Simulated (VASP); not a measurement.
Wanted: the native input for a VASP 6.6.1 run.

```
Task                   : relaxation of the atoms
Functional             : PBE
Potentials or basis    : VASP PAW PBE potentials, release 64 (Hf_pv, O)
Cutoff                 : 520 eV
k mesh                 : 10 × 10 × 10
Occupations            : fermi-dirac, width 0.02 eV
Spin                   : no spin polarisation
Dipole correction      : no
Further INCAR settings : ALGO = Normal; EDIFF = 1e-06; IBRION = 2; EDIFFG = -0.02; NSW = 80
```

The structure of HfO2 lies in POSCAR:

```
HfO2
1.0
    0.0000000000      2.5575000000      2.6086500000
    2.5575000000      0.0000000000      2.6086500000
    2.5575000000      2.5575000000      0.0000000000
Hf O
1 2
Direct
    0.0000000000      0.0000000000      0.0000000000
    0.2500000000      0.2500000000      0.2500000000
    0.7500000000      0.7500000000      0.7500000000
```

This cell differs from its parent crystal: z stretched by +2 %.

One way to write it, as run:

INCAR

```
PREC = Accurate
ENCUT = 520
EDIFF = 1E-6
ISMEAR = -1
SIGMA = 0.02
LREAL = False
LASPH = True
NELM = 100
ALGO = Normal
ISIF = 2
LWAVE = False
LCHARG = False
GGA = PE
IBRION = 2
NSW = 80
EDIFFG = -0.02
```

KPOINTS

```
regular mesh
0
Gamma
  10 10 10
```

Potentials or basis: VASP PAW PBE potentials, release 64 (Hf_pv, O).

Command:

```sh
$ cat potpaw_PBE.64/Hf_pv/POTCAR potpaw_PBE.64/O/POTCAR > POTCAR
$ mpirun -np 1 vasp_std > vasp.out
```

It gave:

- Pressure after relaxing: -10.3 GPa
- Band gap on the k mesh: 3.57 eV, indirect (least direct gap 3.59 eV)

Caveat: the cell differs from its parent crystal (z stretched by +2 %); the relaxation stopped at its first step, so nothing moved; spin-orbit coupling is left out, which moves the levels of the heavy elements.

Wall time 40 s on 1 thread of Intel(R) Xeon(R) Platinum 8488C (Sapphire Rapids), with other jobs on the host, peak memory 0.19 GiB.
